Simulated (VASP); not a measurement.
Here is a VASP 6.6.1 calculation.

Contents of INCAR:

```
SYSTEM = TePt3
  PREC = Accurate
  ENCUT = 600
  EDIFF = 1E-7
  ISMEAR = 0
  SIGMA = 0.1
  LREAL = .FALSE.
  LASPH = .TRUE.
  NELM = 80
  ALGO = Normal
  ISIF = 3
  LWAVE = .FALSE.
  LCHARG = .FALSE.
  GGA = PE
  IBRION = 2
  NSW = 90
  EDIFFG = -0.04
```

Contents of KPOINTS:

```
Automatic mesh
0
G
  4 4 4
  0 0 0
```

File POSCAR:

```
TePt3
1.0
   -2.7626284700      2.7626284700      2.7626284700
    2.7626284700     -2.7626284700      2.7626284700
    2.7626284700      2.7626284700     -2.7626284700
Te Pt
1 3
Direct
    0.0000000000      0.0000000000      0.0000000000
    0.0000000000      0.5000000000      0.5000000000
    0.5000000000      0.0000000000      0.5000000000
    0.5000000000      0.5000000000      0.0000000000
```

Potentials or basis: VASP PAW PBE potentials, release 64 (Te, Pt).

The run is started by

```bash
$ cat potpaw_PBE.64/Te/POTCAR potpaw_PBE.64/Pt/POTCAR > POTCAR
$ mpirun -np 1 vasp_std > vasp.out
```

Task: Estimate the relaxed cell.

Result: a = 4.651 Å, b = 4.651 Å, c = 4.651 Å, α = 109.47°, β = 109.47°, γ = 109.47°.

Task: Predict the space group after relaxing (to 0.05 Å).

Result: Im-3m (No. 229).

Task: What does it give for the relaxed volume?

Result: 19.37 Å³/atom.

Task: What does it give for the band gap on the k mesh?

Result: Zero (band 18 reaches 8.78 eV, above the bottom of band 19 at 7.44 eV).

Step by step:
```csv
step,energy change (eV),largest force (eV/Å),pressure (GPa),volume (Å³)
1,0.0000,0.0000,-10.72,84.34
2,0.4254,0.0000,26.83,68.26
3,-0.2533,0.0000,-0.46,77.65
4,-0.2537,0.0000,-0.09,77.47
```

Caveat: the k points lie up to 0.41 Å⁻¹ apart in the final cell; spin-orbit coupling is left out, which moves the levels of the heavy elements.
